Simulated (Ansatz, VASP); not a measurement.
**GaIr: VASP beside Ansatz**

```xyz
2
Lattice="3.0040 0.0000 0.0000 0.0000 3.0040 0.0000 0.0000 0.0000 3.0040" Properties=species:S:1:pos:R:3 pbc="T T T"
Ga    0.0000    0.0000    0.0000
Ir    1.5020    0.9020    1.5020
```

Alike in both runs: task single point; functional LDA; k mesh 16 × 16 × 16; occupations gaussian, width 0.15 eV; no spin polarisation.

|  | VASP | Ansatz |
| --- | --- | --- |
| version | VASP 6.6.1 | Ansatz 0.2.0 |
| potentials or method | VASP PAW LDA potentials, release 64 (Ga_d, Ir), cutoff 520 eV | scalar-relativistic, plane waves, PAW |
| valence electrons in the cell | 22 | 30 |

|  | VASP | Ansatz | Ansatz less VASP |
| --- | --- | --- | --- |
| gap on the k mesh at the Fermi level (eV) | none | none | - |
| rms of the force components (eV/Å) | 2.225 | 2.156 | -0.0688 |

LDA's correlation is that of Perdew and Zunger in VASP and of Perdew and Wang (1992) in Ansatz. Atom by atom the forces differ by 0.069 eV/Å (rms over components). A gap of «none» marks a metal or a gap that the smearing closes. VASP's potentials hold 22 valence electrons a cell and Ansatz's 30, so a difference there can come from the potentials and not from the codes.

Neither program's run includes spin-orbit coupling.
